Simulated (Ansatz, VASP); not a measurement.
Ni in VASP and in Ansatz

```
Ni
1.0
     2.48057    0.00000    0.00000
    -1.24029    2.14824    0.00000
     0.00000    0.00000    8.12731
Ni
4
Direct
  0.00000 0.00000 0.00000
  0.00000 0.00000 0.50000
  0.33333 0.66667 0.25000
  0.66667 0.33333 0.75000
```

Alike in both runs: task single point; functional LDA; k mesh 17 × 17 × 5; occupations fermi-dirac, width 0.1 eV; no spin polarisation.

|  | VASP | Ansatz |
| --- | --- | --- |
| version | VASP 6.6.1 | Ansatz 0.2.0 |
| potentials or method | VASP PAW LDA potentials, release 64 (Ni), cutoff 520 eV | plane waves (420 eV) with PAW, scalar-relativistic |
| valence electrons in the cell | 40 | 72 |

Ansatz gave:

* pressure (GPa): -16.3
* traceless stress, the component that is largest in VASP (GPa): 0.05

Problem. What did VASP give for the same quantities?

Solution. Pressure (GPa): -16.3; traceless stress, the component that is largest in VASP (GPa): 0.02.

Ansatz warns that its potentials were made for another functional, while VASP's fit it. LDA's correlation is that of Perdew and Zunger in VASP and of Perdew and Wang (1992) in Ansatz. VASP's potentials hold 40 valence electrons a cell and Ansatz's 72, so a difference there can come from the potentials and not from the codes.
